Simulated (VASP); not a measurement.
Here is a VASP 6.6.1 calculation.

File INCAR:

```
PREC = Accurate
ENCUT = 520
EDIFF = 1E-7
ISMEAR = -1
SIGMA = 0.05
LREAL = False
LASPH = True
NELM = 150
ALGO = Normal
ISIF = 2
LWAVE = False
LCHARG = True
ISPIN = 2
MAGMOM = 1 1 0 0.6 0
LORBIT = 11
LMAXMIX = 4
GGA = PS
LELF = True
LVHAR = True
NBANDS = 40
```

File KPOINTS:

```
regular mesh
0
Gamma
  6 6 4
```

Contents of POSCAR:

```
NiMoIrPdW
1.0
    4.0645154762      0.0000028499      0.0000000000
   -2.0322602062      3.5199722315      0.0000000000
    0.0000000000      0.0000000000      5.3917534690
Ni Mo Pd Ir W
1 1 1 1 1
Direct
    0.0000000000      0.0000000000      0.9557802808
    0.6666666667      0.3333333333      0.9635459361
    0.6666666667      0.3333333333      0.4647138935
    0.3333333333      0.6666666667      0.7243639916
    0.3333333333      0.6666666667      0.2360458981
```

Potentials or basis: VASP PAW PBE potentials, release 64 (Ni, Mo_sv, Pd, Ir, W_sv).

The run is started by

```console
$ cat potpaw_PBE.64/Ni/POTCAR potpaw_PBE.64/Mo_sv/POTCAR potpaw_PBE.64/Pd/POTCAR potpaw_PBE.64/Ir/POTCAR potpaw_PBE.64/W_sv/POTCAR > POTCAR
$ mpirun -np 1 vasp_std > vasp.out
```

(1) What does it give for the pressure?

(2) What does it give for the net moment?

(3) Predict the largest force.

## Answers

(1) 0.3 GPa.

(2) 0.00 μB per cell.

(3) 0.010 eV/Å.

Caveat: the moments typed at the start vanished in this run; the PAW data sets were made with another functional, which shifts forces and pressure a little.
